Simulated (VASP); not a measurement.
# Br (Immm) in VASP: single point with PBE+D3(BJ)

Aim: the single point of Br with PBE+D3(BJ).

Everything below comes from runs of VASP 6.6.1. Logs are shortened: lines on timing, memory, paths and dates and some standing lists are left out, and cuts for length are marked.

## Step 1: The cell of the first run

It takes space group Immm (No. 71, orthorhombic). The conventional cell has a = 2.574 Å, b = 3.440 Å, c = 7.156 Å, α = 90.00°, β = 90.00°, γ = 90.00°. Br (site symmetry mmm) has 2 Br at 2.57 Å within 3.4 Å.

## Step 2: Single point, PBE+D3(BJ)

File INCAR:

```
  ALGO = Normal
  EDIFF = 1E-6
  ENCUT = 500
  GGA = PE
  GGA_COMPAT = False
  ISIF = 2
  ISMEAR = 0
  IVDW = 12
  LASPH = True
  LCHARG = True
  LELF = True
  LREAL = False
  LVHAR = True
  LWAVE = False
  NBANDS = 10
  NELM = 120
  PREC = Accurate
  SIGMA = 0.1
```

File KPOINTS:

```
k-points
0
Gamma
  8 8 8
```

File POSCAR:

```
Br
1.0
   -1.2867684050      1.7199972000      3.5779911600
    1.2867684050     -1.7199972000      3.5779911600
    1.2867684050      1.7199972000     -3.5779911600
Br
1
Direct
    0.0000000000      0.0000000000      0.0000000000
```

Potentials or basis: VASP PAW PBE potentials, release 64 (Br).

Run with:

```
cat potpaw_PBE.64/Br/POTCAR > POTCAR
mpirun -np 1 vasp_std > vasp.out
```

OUTCAR:

```text
EDIFF = 1E-6
   ENCUT = 500
   GGA = PE
   ISIF = 2
   ISMEAR = 0
   IVDW = 12
   LASPH = True
   LREAL = False
   NELM = 120
   PREC = Accurate
 IVDW          = 12

 ion  position               nearest neighbor table
   1  0.000  0.000  0.000-

  LATTYP: Found a body centered orthorhombic cell.
 ALAT       =     2.5735368100
 B/A-ratio  =     1.3366796957
 C/A-ratio  =     2.7806022794

  Lattice vectors:

 A1 = (  -1.2867684050,   1.7199972000,   3.5779911600)
 A2 = (   1.2867684050,  -1.7199972000,   3.5779911600)
 A3 = (   1.2867684050,   1.7199972000,  -3.5779911600)

Analysis of symmetry for initial positions (statically):
=====================================================================
 Subroutine PRICEL returns:
 Original cell was already a primitive cell.

 Routine SETGRP: Setting up the symmetry group for a
 body centered orthorhombic supercell.

 Subroutine GETGRP returns: Found  8 space group operations
 (whereof  8 operations were pure point group operations)
 out of a pool of  8 trial point group operations.

The static configuration has the point symmetry D_2h.

Analysis of symmetry for dynamics (positions and initial velocities):
=====================================================================
 Subroutine PRICEL returns:
 Original cell was already a primitive cell.

 Routine SETGRP: Setting up the symmetry group for a
 body centered orthorhombic supercell.

 Subroutine GETGRP returns: Found  8 space group operations
 (whereof  8 operations were pure point group operations)
 out of a pool of  8 trial point group operations.

The dynamic configuration has the point symmetry D_2h.

 Subroutine INISYM returns: Found  8 space group operations
 (whereof  8 operations are pure point group operations),
 and found     1 'primitive' translations

----------------------------------------------------------------------------------------

                                     Primitive cell

  volume of cell :      31.6758

  direct lattice vectors                    reciprocal lattice vectors
    -1.286768405  1.719997200  3.577991160     0.000000000  0.290698148  0.139743218
     1.286768405 -1.719997200  3.577991160     0.388570312  0.000000000  0.139743218
     1.286768405  1.719997200 -3.577991160     0.388570312  0.290698148  0.000000000

  length of vectors
     4.173270185  4.173270185  4.173270185     0.322542370  0.412934685  0.485275489

  position of ions in fractional coordinates (direct lattice)
     0.000000000  0.000000000  0.000000000

  ion indices of the primitive-cell ions
   primitive index   ion index
                 1           1

----------------------------------------------------------------------------------------

 KPOINTS: k-points

Automatic generation of k-mesh.
 Grid dimensions read from file:
 generate k-points for:    8    8    8

 Generating k-lattice:

  Cartesian coordinates                     Fractional coordinates (reciprocal lattice)
     0.000000000  0.036337268  0.017467902     0.125000000  0.000000000  0.000000000
     0.048571289  0.000000000  0.017467902     0.000000000  0.125000000 -0.000000000
     0.048571289  0.036337268  0.000000000     0.000000000 -0.000000000  0.125000000

  Length of vectors
     0.040317796  0.051616836  0.060659436

  Shift w.r.t. Gamma in fractional coordinates (k-lattice)
     0.000000000  0.000000000  0.000000000

 Subroutine IBZKPT returns following result:
 ===========================================

 Found     95 irreducible k-points:

 Following reciprocal coordinates:
            Coordinates               Weight
  0.000000  0.000000  0.000000      1.000000
  0.125000  0.000000 -0.000000      4.000000
  0.250000  0.000000 -0.000000      4.000000
  0.375000  0.000000 -0.000000      4.000000
  0.500000  0.000000 -0.000000      2.000000
  0.000000  0.125000 -0.000000      4.000000
[... 16 lines left out ...]
  0.125000  0.375000  0.000000      8.000000
  0.250000  0.375000  0.000000      8.000000
 [... further k-points ...]
   k-points           NKPTS =     95   k-points in BZ     NKDIM =     95   number of bands    NBANDS=     10
   number of dos      NEDOS =    301   number of ions     NIONS =      1
   total plane-waves  NPLWV =  27000
   dimension x,y,z NGX =    30 NGY =   30 NGZ =   30
   dimension x,y,z NGXF=    60 NGYF=   60 NGZF=   60
   ions per type =               1
   NGX,Y,Z   is equivalent  to a cutoff of  11.95, 11.95, 11.95 a.u.
   NGXF,Y,Z  is equivalent  to a cutoff of  23.90, 23.90, 23.90 a.u.
 SYSTEM =  unknown system
   PREC   = accura    normal or accurate (medium, high low for compatibility)
   ISTART =      0    job   : 0-new  1-cont  2-samecut
   ICHARG =      2    charge: 1-file 2-atom 10-const
   ISPIN  =      1    spin polarized calculation?
   LNONCOLLINEAR =      F non collinear calculations
   LSORBIT =      F    spin-orbit coupling
   LASPH  =      T    aspherical Exc in radial PAW
   ENCUT  =  500.0 eV  36.75 Ry    6.06 a.u.   7.61  7.61  7.61*2*pi/ulx,y,z
   NELM   =    120;   NELMIN=  2; NELMDL= -5     # of ELM steps
   EDIFF  = 0.1E-05   stopping-criterion for ELM
   LREAL  =      F    real-space projection
   EDIFFG = 0.1E-04   stopping-criterion for IOM
   NSW    =      0    number of steps for IOM
   IBRION =     -1    ionic relax: 0-MD 1-quasi-New 2-CG
   NFREE  =      0    steps in history (QN), initial steepest desc. (CG)
   ISIF   =      2    stress and relaxation
   ISYM   =      2    0-nonsym 1-usesym 2-fastsym
   POTIM  = 0.5000    time-step for ionic-motion
   TEBEG  =    0.0;   TEEND  =   0.0 temperature during run
   PSTRESS=    0.0 pullay stress
   NELECT =       7.0000    total number of electrons
   NUPDOWN=      -1.0000    fix difference up-down
   EMIN   =  10.00;   EMAX   =-10.00  energy-range for DOS
   EFERMI =   0.00;   METHOD = LEGACY
   ISMEAR =     0;   SIGMA  =   0.10  broadening in eV -4-tet -1-fermi 0-gaus
   EFERMI_NEDOS =   21; number of points for ismear=-14 and -15
   IALGO  =     38    algorithm
   IMIX   =      4    mixing-type and parameters
     AMIX     =   0.40;   BMIX     =  1.00
     AMIX_MAG =   1.60;   BMIX_MAG =  1.00
  volume/ion in A,a.u.               =      31.68       213.76
  Fermi-wavevector in a.u.,A,eV,Ry     =   0.989764  1.870383 13.328717  0.979633
  Thomas-Fermi vector in A             =   2.121386
   LORBIT       =      0    0 simple, 1 ext, 2 COOP (PROOUT), +10 PAW based schemes
   GGA     = PE    functional components
   LHFCALC =     F    Hartree Fock is set to
   AEXX    =    0.0000 exact exchange contribution
   IVDW    =    12    specifies the selected vdW correction
   LEPSILON=     F    determine dielectric tensor
   LRPA    =     F    only Hartree local field effects (RPA)
 non-spin polarized calculation
 Gauss-broadening in eV      SIGMA  =   0.10
  energy-cutoff  :      500.00
  volume of cell :       31.68
 maximum number of plane-waves:       820
   NGX = 15   NGY = 15   NGZ = 15

 number of electron       7.0000000 magnetization

 Free energy of the ion-electron system (eV)
  ---------------------------------------------------
  ext. energy  EPLUGINS =         0.00000000
  ---------------------------------------------------
  free energy    TOTEN  =        -1.59406334 eV

  energy without entropy =       -1.58929781  energy(sigma->0) =       -1.59168058

 E-fermi :   0.1691     XC(G=0):  -8.1819

 val. band max:        0.1620833519   @ k =   0.5000   0.5000  -0.0000
 cond. band min:       0.1916951964   @ k =   0.1250   0.3750   0.0000
 fundamental gap:      0.0296118444
 Fermi energy:         0.1691361556

 k-point     1 :       0.0000    0.0000    0.0000
  band No.  band energies     occupation
      1     -15.5632      2.00000
      2      -1.6679      2.00000
      3      -0.9342      2.00000
      4       4.2009      0.00000
      5       5.6423      0.00000
      6       9.5255      0.00000
      7      12.3162      0.00000
      8      13.2073      0.00000
      9      14.8181      0.00000
     10      20.3111      0.00000

 k-point     2 :       0.1250    0.0000   -0.0000
  band No.  band energies     occupation
      1     -15.4988      2.00000
      2      -1.7876      2.00000
      3      -1.4650      2.00000
      4       4.2224      0.00000
      5       6.2937      0.00000
      6      10.0170      0.00000
      7      11.1420      0.00000
      8      13.2594      0.00000
      9      16.9225      0.00000
     10      20.4886      0.00000

 k-point     3 :       0.2500    0.0000   -0.0000
  band No.  band energies     occupation
      1     -15.3366      2.00000
      2      -2.6984      2.00000
      3      -1.8233      2.00000
      4       4.2753      0.00000
      5       7.2170      0.00000
      6       9.8779      0.00000
      7      12.2787      0.00000
      8      13.4007      0.00000
      9      20.3531      0.00000
     10      20.8112      0.00000

 k-point     4 :       0.3750    0.0000   -0.0000
  band No.  band energies     occupation
      1     -15.1633      2.00000
      2      -3.6023      2.00000
      3      -1.9614      2.00000
      4       4.3295      0.00000
      5       6.9897      0.00000
      6      11.1969      0.00000
      7      13.4922      0.00000
      8      14.7045      0.00000
      9      18.4163      0.00000
     10      20.2869      0.00000
[... 222 lines left out ...]
 k-point    22 :       0.0000    0.3750    0.0000
  band No.  band energies     occupation
      1     -13.2784      2.00000
      2      -4.5056      2.00000
      3      -0.5152      2.00000
      4       0.6383      0.00000
      5       8.3638      0.00000
      6      10.6522      0.00000
      7      12.3797      0.00000
      8      12.8051      0.00000
      9      15.9040      0.00000
     10      16.6461      0.00000

 k-point    23 :       0.1250    0.3750    0.0000
  band No.  band energies     occupation
      1     -13.2033      2.00000
      2      -4.4798      2.00000
      3      -0.6858      2.00000
      4       0.1917      0.74970
      5       8.7181      0.00000
      6      10.6621      0.00000
      7      12.6125      0.00000
      8      12.7441      0.00000
      9      16.0595      0.00000
     10      17.3401      0.00000

 k-point    24 :       0.2500    0.3750    0.0000
  band No.  band energies     occupation
      1     -13.0601      2.00000
      2      -4.3686      2.00000
      3      -0.9162      2.00000
      4      -0.5157      2.00000
      5       9.1978      0.00000
      6       9.5323      0.00000
      7      12.3809      0.00000
      8      14.3905      0.00000
      9      16.0723      0.00000
     10      17.8380      0.00000

 [... further k-points ...]

------------------------ aborting loop because EDIFF is reached ----------------------------------------

 Edisp (eV)   -0.22551

 E8    (eV) :    -0.0889

  FORCE on cell =-STRESS in cart. coord.  units (eV):
  Direction    XX          YY          ZZ          XY          YZ          ZX
  --------------------------------------------------------------------------------------
  -------------------------------------------------------------------------------------
  Total      -0.04377    -0.10265    -0.06140    -0.00000     0.00000     0.00000
  in kB      -2.21388    -5.19202    -3.10557    -0.00000     0.00000     0.00000
  external pressure =       -3.50 kB  Pullay stress =        0.00 kB

 VOLUME and BASIS-vectors are now :
 -----------------------------------------------------------------------------
  energy-cutoff  :      500.00
  volume of cell :       31.68
      direct lattice vectors                 reciprocal lattice vectors
    -1.286768405  1.719997200  3.577991160     0.000000000  0.290698148  0.139743218
     1.286768405 -1.719997200  3.577991160     0.388570312  0.000000000  0.139743218
     1.286768405  1.719997200 -3.577991160     0.388570312  0.290698148  0.000000000

 POSITION                                       TOTAL-FORCE (eV/Angst)
 -----------------------------------------------------------------------------------
      0.00000      0.00000      0.00000         0.000000      0.000000      0.000000
 -----------------------------------------------------------------------------------
    total drift:                                0.000000     -0.000000      0.000000

  FREE ENERGIE OF THE ION-ELECTRON SYSTEM (eV)
  ---------------------------------------------------
  free  energy   TOTEN  =        -1.8195740771 eV

  energy  without entropy=       -1.8148085459  energy(sigma->0) =       -1.81719131
```

Wall time 52 s (1 thread of Intel Xeon 8259CL, shared host); peak memory 0.19 GiB.

What came out:

* Free energy: -1.8196 eV
* Pressure: -0.4 GPa
* Dispersion energy per atom: -0.226 eV

Levels at points of the mesh, in eV from the Fermi level:
```csv
k point,band 1,band 2,band 3,band 4,band 5,band 6
"(0.00, 0.00, 0.00)",-15.73,-1.84,-1.10,4.03,5.47,9.36
"(0.50, 0.00, 0.00)",-15.26,-4.11,-2.18,4.18,6.58,12.57
"(0.00, 0.50, 0.00)",-12.77,-5.99,-0.37,0.84,7.61,11.63
"(0.50, 0.50, 0.00)",-12.41,-5.61,-1.42,-0.01,6.68,8.66
"(0.50, 0.50, 0.50)",-15.53,-3.71,-1.34,3.93,7.36,11.57
```

Caveat: the k points lie up to 0.38 Å⁻¹ apart; an odd number of electrons without spin polarisation forces a metal; a magnetic or distorted state may lie lower; pairwise dispersion overbinds metals, which lowers pressure and volume.
